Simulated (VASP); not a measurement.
Runs of VASP 6.6.1 on Ge. The structure is that of space group Fd-3m (No. 227), or close to it. The cells are those of the table. 

| cell | gap on the mesh (eV) | pressure (GPa) |
| --- | --- | --- |
| a = 4.105 Å, angles 60.0°, 2 atoms | none | -4.1 |
| a = 4.071 Å, angles 60.0°, 2 atoms | none | -2.8 |
| a = 3.891 Å, angles 60.0°, 2 atoms | (b) | 7.6 |
| a = 3.928 Å, angles 60.0°, 2 atoms | 0.29 | 4.9 |
| a = 3.965 Å, angles 60.0°, 2 atoms | (c) | (a) |
| a = 4.036 Å, angles 60.0°, 2 atoms | none | -1.0 |

Alike in all rows: task single point; level PBEsol; potentials or basis VASP PAW PBE potentials, release 64 (Ge_d); no spin polarisation; k mesh 6 × 6 × 6; cutoff (eV) 520; smearing fermi-dirac 0.1 eV.

Task: Fill in the values left out.

Result: (a) 2.6; (b) 0.39; (c) 0.20.

Caveats: the PAW data sets were made with another functional, which shifts forces and pressure a little.

A k mesh can miss the band edges, and the runs leave out spin-orbit coupling on Ge.

A gap of «none» marks levels without a gap at the run's occupations.
